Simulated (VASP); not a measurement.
Runs of VASP 6.6.1 on MgCd3O. The structure is that of space group Pm-3m (No. 221), or close to it. The cells are those of the table. 

```csv
task,spin,cell,k mesh,gap on the mesh (eV),pressure (GPa)
single point,"collinear, ferromagnetic start","a = 4.714 Å, 5 atoms",4 × 4 × 4,none,-0.5
single point,off,"a = 4.690 Å, 5 atoms",4 × 4 × 4,none,(a)
single point,off,"a = 4.714 Å, 5 atoms",4 × 4 × 4,none,-0.5
single point,off,"a = 4.701 Å, 5 atoms",8 × 8 × 8,none,0.3
relaxation of cell and atoms,off,"relaxed from a = 4.714 Å, 5 atoms",4 × 4 × 4,none,0.0
```

Alike in all rows: level PBE; potentials or basis VASP PAW PBE potentials, release 64 (Mg, Cd, O); cutoff (eV) 600; smearing gaussian 0.1 eV.

Question: Fill in the values left out.

Answer: (a) 0.4.

A k mesh can miss the band edges, and the runs leave out spin-orbit coupling on Cd.

A gap of «none» marks levels without a gap at the run's occupations.
